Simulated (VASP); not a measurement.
# Sb: single point with LDA

Sb:

```
Sb
1.0
     1.64926   -2.85661    0.00000
     1.64926    2.85661    0.00000
     0.00000    0.00000    5.45480
Sb
2
Cartesian
  1.6493 -0.9522 1.3637
  1.6493 0.9522 4.0911
```

This isn't the form of Sb at room conditions, which is rhombohedral.

```json
{"Program": "VASP 6.6.1", "Task": "single point", "Functional": "LDA", "Potentials or basis": "VASP PAW LDA potentials, release 64 (Sb)", "Cutoff": "520 eV", "k mesh": "14 × 14 × 8", "Occupations": "fermi-dirac, width 0.08 eV", "Spin": "no spin polarisation", "Dipole correction": "no", "Further INCAR settings": "ALGO = Normal; EDIFF = 1e-06; NBANDS = 12"}
```

| Item | Value |
| --- | --- |
| Pressure | 0.1 GPa |
| Band gap on the k mesh | zero (bands 5 and 6 overlap by 7.83 eV) |

Stress tensor (GPa, compression positive):
```
 0.22  0.00  0.00
 0.00  0.22  0.00
 0.00  0.00 -0.18
```

Levels at points of the mesh, in eV from the Fermi level:
| k point | band 1 | band 2 | band 3 | band 4 | band 5 | band 6 | band 7 | band 8 | band 9 | band 10 |
| --- | --- | --- | --- | --- | --- | --- | --- | --- | --- | --- |
| (0.00, 0.00, 0.00) | -13.36 | -9.49 | -6.16 | 3.83 | 3.83 | 5.42 | 5.48 | 5.48 | 8.00 | 8.94 |
| (0.50, 0.00, 0.00) | -9.55 | -8.23 | -4.56 | -3.34 | -2.42 | -0.22 | 0.42 | 3.74 | 4.53 | 7.56 |
| (0.00, 0.00, 0.50) | -12.11 | -12.11 | -1.02 | -1.02 | 4.65 | 4.65 | 4.65 | 4.65 | 8.88 | 8.88 |
| (0.50, 0.00, 0.50) | -8.63 | -8.63 | -5.62 | -5.62 | 1.68 | 1.68 | 1.75 | 1.75 | 5.83 | 5.83 |

It took 65 s on 1 thread of Intel Xeon 8259CL, on a shared host, peak memory 0.19 GiB.

Caveat: spin-orbit coupling is left out, which moves the levels of the heavy elements.
